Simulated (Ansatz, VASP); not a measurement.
ScAl: VASP beside Ansatz

```xyz
2
Lattice="3.3691 0.0000 0.0000 0.0000 3.3691 0.0000 0.0000 0.0000 3.3691" Properties=species:S:1:pos:R:3 pbc="T T T"
Sc    1.6845    1.6845    1.6845
Al    0.0000    0.0000    0.0000
```

Alike in both runs: functional r2SCAN; k mesh 12 × 12 × 12; occupations gaussian, width 0.1 eV; no spin polarisation.

Ansatz relaxed the structure, and its values are those at the end. VASP's run is a single point on that final structure, the one shown.

|  | VASP | Ansatz |
| --- | --- | --- |
| version | VASP 6.6.1 | Ansatz 0.2.0 |
| potentials or method | VASP PAW PBE potentials, release 64 (Sc_sv, Al), cutoff 520 eV | scalar-relativistic, plane waves, PAW |
| valence electrons in the cell | 14 | 14 |

|  | VASP | Ansatz | Ansatz less VASP |
| --- | --- | --- | --- |
| gap on the k mesh at the Fermi level (eV) | none | none | - |
| pressure (GPa) | 0.2 | 0.0 | -0.13 |

VASP's potentials were made for PBE, not for r2SCAN. A gap of «none» marks a metal or a gap that the smearing closes. With one functional, cell and mesh, what is left measures potentials, basis and numerics.
